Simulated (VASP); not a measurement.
A run of VASP 6.6.1:

Contents of INCAR:

```
PREC     = Accurate       # precision mode
ENCUT    = 520            # plane-wave cutoff, eV
EDIFF    = 1E-7           # SCF threshold, eV
ISMEAR   = 0              # smearing method
SIGMA    = 0.05           # smearing width, eV
LREAL    = False          # projectors in reciprocal space
LASPH    = True           # aspherical terms in the spheres
NELM     = 80             # most SCF steps
ALGO     = Normal         # electronic algorithm
ISIF     = 2              # what is computed and relaxed
LWAVE    = False          # write WAVECAR
LCHARG   = False          # write CHGCAR
LDIPOL   = True         
IDIPOL   = 3            
DIPOL    = 0.5 0.5 0.420
GGA      = PE             # functional
IVDW     = 12             # dispersion correction
NBANDS   = 35             # bands
```

KPOINTS

```
regular mesh
0
Gamma
  9 9 1
```

POSCAR

```
WSe2
1.0
    3.2854929709      0.0000000000      0.0000000000
   -1.6427464855      2.8453203767      0.0000000000
    0.0000000000      0.0000000000     24.2386466774
Se W
4 2
Direct
    0.3333333333      0.6666666667      0.1856539294
    0.3333333333      0.6666666667      0.3246601777
    1.0000000000      0.0000000000      0.5148523144
    1.0000000000      0.0000000000      0.6538585627
    0.6666666667      0.3333333333      0.2551570536
    0.6666666667      0.3333333333      0.5843554385
```

Potentials or basis: VASP PAW PBE potentials, release 64 (Se, W_sv).

Run with:

```console
$ cat potpaw_PBE.64/Se/POTCAR potpaw_PBE.64/W_sv/POTCAR > POTCAR
$ mpirun -np 1 vasp_std > vasp.out
```

Hardware: 1 thread of Intel(R) Xeon(R) 6975P-C (Granite Rapids) (shared host).

Q: How long does it take, and how much memory?

A: It took 87 s on 1 thread of Intel(R) Xeon(R) 6975P-C (Granite Rapids) (shared host), peak memory 0.35 GiB. Counts: scf iterations 22, k points 12.
